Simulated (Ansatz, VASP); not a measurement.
# One calculation of ZrO2, two programs

```xyz
96
Lattice="7.2416 7.2416 0.0000 -7.2416 7.2416 0.0000 0.0000 0.0000 10.5683" Properties=species:S:1:pos:R:3 pbc="T T T"
Zr    0.0000    0.0000    0.0000
Zr    0.0000    3.6208    0.0000
Zr   -1.8104    1.8104    2.6421
Zr    1.8104    1.8104    2.6421
Zr    0.0000    0.0000    5.2842
Zr    0.0000    3.6208    5.2842
Zr   -1.8104    1.8104    7.9263
Zr    1.8104    1.8104    7.9263
Zr   -3.6208    3.6208    0.0000
Zr   -3.6208    7.2416    0.0000
Zr   -5.4312    5.4312    2.6421
Zr   -1.8104    5.4312    2.6421
Zr   -3.6208    3.6208    5.2842
Zr   -3.6208    7.2416    5.2842
Zr   -5.4312    5.4312    7.9263
Zr   -1.8104    5.4312    7.9263
Zr    3.6208    3.6208    0.0000
Zr    3.6208    7.2416    0.0000
Zr    1.8104    5.4312    2.6421
Zr    5.4312    5.4312    2.6421
Zr    3.6208    3.6208    5.2842
Zr    3.6208    7.2416    5.2842
Zr    1.8104    5.4312    7.9263
Zr    5.4312    5.4312    7.9263
Zr    0.0000    7.2416    0.0000
Zr    0.0000   10.8624    0.0000
Zr   -1.8104    9.0520    2.6421
Zr    1.8104    9.0520    2.6421
Zr    0.0000    7.2416    5.2842
Zr    0.0000   10.8624    5.2842
Zr   -1.8104    9.0520    7.9263
Zr    1.8104    9.0520    7.9263
O     0.0000    1.8104    1.6336
O     0.0000    5.4312    1.6336
O     0.0000    1.8104    4.2757
O     0.0000    5.4312    4.2757
O    -1.8104    3.6208    3.6506
O     1.8104    3.6208    3.6506
O    -1.8104    3.6208    1.0085
O     1.8104    3.6208    1.0085
O     0.0000    1.8104    6.9178
O     0.0000    5.4312    6.9178
O     0.0000    1.8104    9.5598
O     0.0000    5.4312    9.5598
O    -1.8104    3.6208    8.9347
O     1.8104    3.6208    8.9347
O    -1.8104    3.6208    6.2927
O     1.8104    3.6208    6.2927
O    -3.6208    5.4312    1.6336
O    -3.6208    9.0520    1.6336
O    -3.6208    5.4312    4.2757
O    -3.6208    9.0520    4.2757
O    -5.4312    7.2416    3.6506
O    -1.8104    7.2416    3.6506
O    -5.4312    7.2416    1.0085
O    -1.8104    7.2416    1.0085
O    -3.6208    5.4312    6.9178
O    -3.6208    9.0520    6.9178
O    -3.6208    5.4312    9.5598
O    -3.6208    9.0520    9.5598
O    -5.4312    7.2416    8.9347
O    -1.8104    7.2416    8.9347
O    -5.4312    7.2416    6.2927
O    -1.8104    7.2416    6.2927
O     3.6208    5.4312    1.6336
O     3.6208    9.0520    1.6336
O     3.6208    5.4312    4.2757
O     3.6208    9.0520    4.2757
O     1.8104    7.2416    3.6506
O     5.4312    7.2416    3.6506
O     1.8104    7.2416    1.0085
O     5.4312    7.2416    1.0085
O     3.6208    5.4312    6.9178
O     3.6208    9.0520    6.9178
O     3.6208    5.4312    9.5598
O     3.6208    9.0520    9.5598
O     1.8104    7.2416    8.9347
O     5.4312    7.2416    8.9347
O     1.8104    7.2416    6.2927
O     5.4312    7.2416    6.2927
O     0.0000    9.0520    1.6336
O     0.0000   12.6728    1.6336
O     0.0000    9.0520    4.2757
O     0.0000   12.6728    4.2757
O    -1.8104   10.8624    3.6506
O     1.8104   10.8624    3.6506
O    -1.8104   10.8624    1.0085
O     1.8104   10.8624    1.0085
O     0.0000    9.0520    6.9178
O     0.0000   12.6728    6.9178
O     0.0000    9.0520    9.5598
O     0.0000   12.6728    9.5598
O    -1.8104   10.8624    8.9347
O     1.8104   10.8624    8.9347
O    -1.8104   10.8624    6.2927
O     1.8104   10.8624    6.2927
```

Alike in both runs: functional PBE; k mesh 1 × 1 × 1; occupations fermi-dirac, width 0.01 eV; no spin polarisation.

Ansatz relaxed the structure, and its values are those at the end. VASP's run is a single point on that final structure, the one shown.

|  | VASP | Ansatz |
| --- | --- | --- |
| version | VASP 6.6.1 | Ansatz 0.2.0 |
| potentials or method | VASP PAW PBE potentials, release 64 (Zr_sv, O), cutoff 600 eV | plane-wave PAW DFT |
| valence electrons in the cell | 768 | 768 |

|  | VASP | Ansatz | Ansatz less VASP |
| --- | --- | --- | --- |
| rms of the force components (eV/Å) | 0.015 | 0.000 | -0.0149 |

The k mesh is coarse, so the values compare programs but aren't converged.
